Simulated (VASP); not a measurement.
Wanted: the native input for a VASP 6.6.1 run.

```yaml
Task: relaxation of cell and atoms
Functional: PBE
Potentials_or_basis: VASP PAW PBE potentials, release 64 (Rh_pv)
Cutoff: 600 eV
k_mesh: 18 × 18 × 10
Occupations: methfessel-paxton, width 0.1 eV
Spin: no spin polarisation
Dipole_correction: no
Further_INCAR_settings: ALGO = Fast; EDIFF = 1e-07; IBRION = 2; EDIFFG = -0.01; NSW = 80; ISIF = 3
```

The structure of Rh lies in POSCAR:

```
Rh
1.0
    2.7013707151      0.0000000000      0.0000000000
   -1.3506853575      2.3394556643      0.0000000000
    0.0000000000      0.0000000000      4.3717383555
Rh
2
Direct
    0.3333333333      0.6666666667      0.2500000000
    0.6666666667      0.3333333333      0.7500000000
```

This isn't the form of Rh at room conditions, which is fcc.

The input as run:

INCAR

```
PREC     = Accurate       # precision mode
ENCUT    = 600            # plane-wave cutoff, eV
EDIFF    = 1E-7           # SCF threshold, eV
ISMEAR   = 1              # smearing method
SIGMA    = 0.1            # smearing width, eV
LREAL    = F              # projectors in reciprocal space
LASPH    = T              # aspherical terms in the spheres
NELM     = 80             # most SCF steps
ALGO     = Fast           # electronic algorithm
ISIF     = 3              # what is computed and relaxed
LWAVE    = F              # write WAVECAR
LCHARG   = F              # write CHGCAR
GGA      = PE             # functional
IBRION   = 2              # ionic algorithm
NSW      = 80             # ionic steps
EDIFFG   = -0.01          # ionic threshold
```

KPOINTS

```
regular mesh
0
Gamma
  18 18 10
```

Potentials or basis: VASP PAW PBE potentials, release 64 (Rh_pv).

The run is started by

```bash
$ cat potpaw_PBE.64/Rh_pv/POTCAR > POTCAR
$ mpirun -np 1 vasp_std > vasp.out
```

It gave:

| Item | Value |
| --- | --- |
| Relaxed volume | 14.09 Å³/atom |
| Relaxed cell | a = 2.725 Å, b = 2.725 Å, c = 4.382 Å, α = 90.00°, β = 90.00°, γ = 120.00° |
| Space group after relaxing (to 0.1 Å) | P6_3/mmc (No. 194) |
| Energy gained by relaxing | 4.7 meV/atom |
| Ionic steps | 5 |
| Pressure after relaxing | 0.0 GPa |
| Band gap on the k mesh | zero (bands 15 and 16 overlap by 2.32 eV) |

It took 5 min on 1 thread of Intel(R) Xeon(R) Platinum 8488C (Sapphire Rapids) (shared host), peak memory 0.25 GiB.
